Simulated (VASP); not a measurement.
Wanted: the native input for a VASP 6.6.1 run.

```yaml
Task: single point
Functional: r2SCAN
Dispersion: D4
Potentials_or_basis: VASP PAW PBE potentials, release 64 (Ga_d, N)
Cutoff: 520 eV
k_mesh: 10 × 10 × 10
Occupations: fermi-dirac, width 0.05 eV
Spin: no spin polarisation
Dipole_correction: no
Further_INCAR_settings: ALGO = Normal; EDIFF = 1e-06; NBANDS = 16
```

Crystal: GaN.

```
CELL_PARAMETERS angstrom
0.00000 2.22304 2.22304
2.22304 0.00000 2.22304
2.22304 2.22304 0.00000
ATOMIC_POSITIONS crystal
Ga 0.00000 0.00000 0.00000
N 0.25000 0.25000 0.25000
```

These files were run (other wordings do the same):

POSCAR

```
GaN
1.0
    0.0000000000      2.2230441631      2.2230441631
    2.2230441631      0.0000000000      2.2230441631
    2.2230441631      2.2230441631      0.0000000000
Ga N
1 1
Direct
    0.0000000000      0.0000000000      0.0000000000
    0.2500000000      0.2500000000      0.2500000000
```

INCAR.step1

```
SYSTEM = GaN
PREC     = Accurate       ! precision mode
ENCUT    = 520            ! plane-wave cutoff, eV
ISMEAR   = -1             ! smearing method
SIGMA    = 0.05           ! smearing width, eV
LREAL    = .FALSE.        ! projectors in reciprocal space
LASPH    = .TRUE.         ! aspherical terms in the spheres
NELM     = 80             ! most SCF steps
NBANDS   = 16             ! bands
GGA      = PE             ! functional
ALGO     = Normal         ! electronic algorithm
EDIFF    = 1E-4           ! SCF threshold, eV
LWAVE    = .TRUE.         ! write WAVECAR
LCHARG   = .FALSE.        ! write CHGCAR
```

INCAR.step2

```
SYSTEM = GaN
PREC     = Accurate       ! precision mode
ENCUT    = 520            ! plane-wave cutoff, eV
EDIFF    = 1E-6           ! SCF threshold, eV
ISMEAR   = -1             ! smearing method
SIGMA    = 0.05           ! smearing width, eV
LREAL    = .FALSE.        ! projectors in reciprocal space
LASPH    = .TRUE.         ! aspherical terms in the spheres
NELM     = 80             ! most SCF steps
ALGO     = Normal         ! electronic algorithm
ISIF     = 2              ! what is computed and relaxed
LWAVE    = .FALSE.        ! write WAVECAR
LCHARG   = .FALSE.        ! write CHGCAR
METAGGA  = R2SCAN         ! meta-GGA
LMIXTAU  = .TRUE.       
IVDW     = 13             ! dispersion correction
VDW_S6   = 1.0          
VDW_S8   = 0.6018749    
VDW_A1   = 0.51559235   
VDW_A2   = 5.77342911   
NBANDS   = 16             ! bands
ISTART   = 1
```

KPOINTS

```
Automatic mesh
0
G
  10 10 10
  0 0 0
```

Potentials or basis: VASP PAW PBE potentials, release 64 (Ga_d, N).

Command:

```console
$ cat potpaw_PBE.64/Ga_d/POTCAR potpaw_PBE.64/N/POTCAR > POTCAR
$ cp INCAR.step1 INCAR
$ mpirun -np 1 vasp_std > vasp.out
$ cp INCAR.step2 INCAR
$ mpirun -np 1 vasp_std > vasp.out
```

Results of the run:

| Property | Result |
| --- | --- |
| Pressure | 6.4 GPa |
| Band gap on the k mesh | 2.39 eV, direct |
| Dispersion energy per atom | -0.151 eV |

Caveat: the PAW data sets were made with another functional, which shifts forces and pressure a little.

Wall time 22 s on 1 thread of Intel(R) Xeon(R) 6975P-C (Granite Rapids), on a shared host, peak memory 0.15 GiB.
